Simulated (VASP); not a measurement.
Here is a VASP 6.6.1 calculation.

Contents of INCAR:

```
PREC = Accurate
ENCUT = 520
EDIFF = 1E-8
ISMEAR = 0
SIGMA = 0.01
LREAL = F
LASPH = T
NELM = 60
ALGO = Normal
ISIF = 2
LWAVE = F
LCHARG = F
GGA = PE
LEPSILON = T
```

KPOINTS

```
Automatic mesh
0
Gamma
  9 9 2
```

POSCAR

```
WS2
1.0
    3.1699463526      0.0000000000      0.0000000000
   -1.5849731763      2.7452540700      0.0000000000
    0.0000000000      0.0000000000     12.4910704373
W S
2 4
Direct
    0.3333333333      0.6666666667      0.2500000000
    0.6666666667      0.3333333333      0.7500000000
    0.6666666667      0.3333333333      0.3751079149
    0.6666666667      0.3333333333      0.1248920851
    0.3333333333      0.6666666667      0.8751079149
    0.3333333333      0.6666666667      0.6248920851
```

Potentials or basis: VASP PAW PBE potentials, release 64 (W_sv, S).

The run is started by

```bash
$ cat potpaw_PBE.64/W_sv/POTCAR potpaw_PBE.64/S/POTCAR > POTCAR
$ mpirun -np 1 vasp_std > vasp.out
```

**Question.** Estimate the electronic dielectric tensor (diagonal).

**Answer.** 13.83, 13.83, 5.69.

**Question.** Predict the Born charges (mean of the diagonal).

**Answer.** W -0.48; S +0.24 e.

**Question.** Estimate the band gap on the k mesh.

**Answer.** 1.16 eV (least direct gap 1.78 eV).

Born effective charge tensors (e):
atom 1, W
```
-0.53  0.00  0.00
 0.00 -0.53  0.00
 0.00  0.00 -0.39
```
atom 2, W
```
-0.53  0.00  0.00
 0.00 -0.53  0.00
 0.00  0.00 -0.39
```
atom 3, S
```
0.27 0.00 0.00
0.00 0.27 0.00
0.00 0.00 0.20
```
atom 4, S
```
0.27 0.00 0.00
0.00 0.27 0.00
0.00 0.00 0.20
```
atom 5, S
```
0.27 0.00 0.00
0.00 0.27 0.00
0.00 0.00 0.20
```
atom 6, S
```
0.27 0.00 0.00
0.00 0.27 0.00
0.00 0.00 0.20
```

Caveat: spin-orbit coupling is left out, which moves the levels of the heavy elements; an odd mesh through Γ misses points on the zone boundary, where band edges can lie.
